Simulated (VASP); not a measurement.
Runs of VASP 6.6.1 on Cu. The structure is that of space group P6_3/mmc (No. 194), or close to it. The cells are those of the table. 

```csv
cell,gap on the mesh (eV),pressure (GPa)
"a = 2.471, b = 2.471, c = 4.326 Å, angles 90.0, 90.0, 120.0°, 2 atoms",none,0.0
"a = 2.661, b = 2.661, c = 3.730 Å, angles 90.0, 90.0, 120.0°, 2 atoms",none,(a)
"a = 2.597, b = 2.597, c = 3.914 Å, angles 90.0, 90.0, 120.0°, 2 atoms",none,0.3
"a = 2.407, b = 2.407, c = 4.557 Å, angles 90.0, 90.0, 120.0°, 2 atoms",none,(b)
"a = 2.534, b = 2.534, c = 4.113 Å, angles 90.0, 90.0, 120.0°, 2 atoms",none,-0.8
```

Alike in all rows: task single point; level PBEsol; potentials or basis VASP PAW PBE potentials, release 64 (Cu); no spin polarisation; k mesh 16 × 16 × 9; cutoff (eV) 520; smearing fermi-dirac 0.1 eV.

Problem. Fill in the values left out.

Solution. (a) 3.0; (b) 3.5.

Caveats: the PAW data sets were made with another functional, which shifts forces and pressure a little.

A gap of «none» marks levels without a gap at the run's occupations.
